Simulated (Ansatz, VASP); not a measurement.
Two plane-wave programs on H7C2F

```xyz
30
Lattice="7.2304 0.0000 0.0000 0.0000 7.2304 0.0000 0.0000 0.0000 7.2304" Properties=species:S:1:pos:R:3 pbc="T T T"
C     4.1581    7.1272    4.9184
C     3.2165    6.7249    3.7824
C     0.3625    7.7284    0.4444
C     1.2621    6.4920    0.4010
C     3.2017    3.1113    1.7282
C     3.3425    3.1874    0.2080
H     4.5396    6.2455    5.4602
H     4.9871    7.7668    4.5616
H     3.6463    7.7383    5.6760
H     2.7697    7.6102    3.3107
H     3.7451    6.1620    3.0000
H     2.3972    6.0903    4.1476
H     0.6258    8.4278   -0.3670
H    -0.6952    7.4554    0.3242
H     0.4658    8.2398    1.4148
H     1.0017    5.7892    1.2017
H     1.1493    5.9595   -0.5528
H     2.3221    6.7603    0.5155
H     3.1568    4.1126    2.1727
H     2.2810    2.5883    2.0223
H     4.0515    2.5895    2.1874
H     3.3440    2.1858   -0.2416
H     2.5154    3.7517   -0.2438
H     4.2838    3.6720   -0.0822
H     6.1296    3.9546    4.3371
H     7.1102    2.7065    0.6479
H     6.0371    6.2629    4.4984
F     5.8086    3.0750    4.4798
F     6.8966    3.5845    0.9063
F     6.6881    5.6198    4.2278
```

Alike in both runs: functional PBE; dispersion D3(BJ); k mesh 1 × 1 × 1; occupations fermi-dirac, width 0.02 eV; no spin polarisation.

Ansatz relaxed the structure, and its values are those at the end. VASP's run is a single point on that final structure, the one shown.

```csv
,VASP,Ansatz
version,VASP 6.6.1,Ansatz 0.2.0
potentials or method,"VASP PAW PBE potentials, release 64 (C, H, F), cutoff 520 eV","scalar-relativistic, plane waves, PAW"
valence electrons in the cell,66,66
```

|  | VASP | Ansatz | Ansatz less VASP |
| --- | --- | --- | --- |
| rms of the force components (eV/Å) | 0.058 | 0.039 | -0.0190 |
